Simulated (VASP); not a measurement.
A run of VASP 6.6.1 is set up as follows.

Contents of INCAR:

```
PREC     = Accurate       # precision mode
ENCUT    = 520            # plane-wave cutoff, eV
EDIFF    = 1E-6           # SCF threshold, eV
ISMEAR   = -1             # smearing method
SIGMA    = 0.05           # smearing width, eV
LREAL    = False          # projectors in reciprocal space
LASPH    = True           # aspherical terms in the spheres
NELM     = 150            # most SCF steps
ALGO     = Normal         # electronic algorithm
ISIF     = 2              # what is computed and relaxed
LWAVE    = False          # write WAVECAR
LCHARG   = False          # write CHGCAR
ISPIN    = 2              # spin polarisation
MAGMOM   = 0.2 0.2        # initial moments
LORBIT   = 11             # projections on sites
NUPDOWN  = 0.4            # fixed moment
LMAXMIX  = 4              # l up to which the mixer works
GGA      = CA             # functional
NBANDS   = 24             # bands
```

KPOINTS

```
Automatic mesh
0
Gamma
  11 11 11
```

POSCAR

```
MnV
1.0
    2.9000000000      0.0000000000      0.0000000000
    0.0000000000      2.9000000000      0.0000000000
    0.0000000000      0.0000000000      2.9000000000
Mn V
1 1
Direct
    0.0000000000      0.0000000000      0.0000000000
    0.5000000000      0.5000000000      0.5000000000
```

Potentials or basis: VASP PAW LDA potentials, release 64 (Mn_pv, V_sv).

Launch:

```console
$ cat potpaw_LDA.64/Mn_pv/POTCAR potpaw_LDA.64/V_sv/POTCAR > POTCAR
$ mpirun -np 1 vasp_std > vasp.out
```

**Question.** Predict the pressure.

**Answer.** -20.6 GPa.

Caveat: the cell stands under tension; the total moment is fixed, so each spin has its own Fermi level.
